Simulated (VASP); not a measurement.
A run of VASP 6.6.1 is set up as follows.

File INCAR:

```
SYSTEM = SiC
  ALGO = Normal
  EDIFF = 1E-6
  ENCUT = 520
  GGA = PE
  ISIF = 2
  ISMEAR = 0
  LASPH = .TRUE.
  LCHARG = .FALSE.
  LREAL = Auto
  LWAVE = .FALSE.
  NBANDS = 46
  NELM = 100
  PREC = Accurate
  SIGMA = 0.05
```

The input KPOINTS:

```
k-points
0
G
  6 6 6
  0 0 0
```

The input POSCAR:

```
SiC
1.0
   -4.3797281900      4.3797281900      0.0000000000
   -4.3797281900      0.0000000000      4.3797281900
    0.0000000000      4.3797281900      4.3797281900
Si C
8 8
Direct
    0.5003904211      0.5049447101     -0.0037636837
    0.0003904211      0.5049447101     -0.0037636837
    0.5003904211      0.0049447101     -0.0037636837
    0.5003904211      0.5049447101      0.4962363163
    0.0003904211      0.0049447101     -0.0037636837
    0.0003904211      0.5049447101      0.4962363163
    0.5003904211      0.0049447101      0.4962363163
    0.0003904211      0.0049447101      0.4962363163
    0.6253904211      0.6299447101      0.1212363163
    0.1191436828      0.5508293478      0.1814552554
    0.6253904211      0.1299447101      0.1212363163
    0.6253904211      0.6299447101      0.6212363163
    0.1253904211      0.1299447101      0.1212363163
    0.1253904211      0.6299447101      0.6212363163
    0.6253904211      0.1299447101      0.6212363163
    0.1253904211      0.1299447101      0.6212363163
```

Potentials or basis: VASP PAW PBE potentials, release 64 (Si, C).

Command:

```bash
$ cat potpaw_PBE.64/Si/POTCAR potpaw_PBE.64/C/POTCAR > POTCAR
$ mpirun -np 1 vasp_std > vasp.out
```

(1) Estimate the band gap on the k mesh.

(2) Predict the largest force.

(3) Estimate the pressure.

Results:

(1) 0.91 eV.

(2) 9.499 eV/Å.

(3) 2.9 GPa.

Caveat: the cell differs from its parent crystal (atom 10 moved 0.45 Å); forces of over 1 eV/Å act on the atoms, so gaps and moduli don't describe the material at rest.
